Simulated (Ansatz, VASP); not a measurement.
One calculation of Al2O3, two programs

```xyz
10
Lattice="2.3869 1.3781 4.3383 -2.3869 1.3781 4.3383 0.0000 -2.7562 4.3383" Properties=species:S:1:pos:R:3 pbc="T T T"
Al    0.0000    0.0000    1.9252
Al    0.0000    0.0000    4.5823
Al    0.0000    0.0000    8.4326
Al    0.0000    0.0000   11.0897
O     0.9268    1.3781    7.5920
O    -0.7301    1.4917    5.4229
O     0.7301   -1.4917    7.5920
O    -1.6569    0.1136    7.5920
O     1.6569   -0.1136    5.4229
O    -0.9268   -1.3781    5.4229
```

Alike in both runs: functional PBEsol; k mesh 6 × 6 × 6; occupations gaussian, width 0.02 eV; no spin polarisation.

Ansatz relaxed the structure, and its values are those at the end. VASP's run is a single point on that final structure, the one shown.

|  | VASP | Ansatz |
| --- | --- | --- |
| version | VASP 6.6.1 | Ansatz 0.2.0 |
| potentials or method | VASP PAW PBE potentials, release 64 (Al, O), cutoff 520 eV | scalar-relativistic, plane waves, PAW |
| valence electrons in the cell | 48 | 48 |

Ansatz gave:

```
gap on the k mesh at the Fermi level (eV) : 6.03
least direct gap on the mesh (eV)         : 6.03
pressure (GPa)                            : 0.0
```

Q: What did VASP give for the same quantities?

A: gap on the k mesh at the Fermi level (eV): 6.04; least direct gap on the mesh (eV): 6.04; pressure (GPa): 0.1.

VASP's potentials were made for PBE, not for PBEsol. With one functional, cell and mesh, what is left measures potentials, basis and numerics.
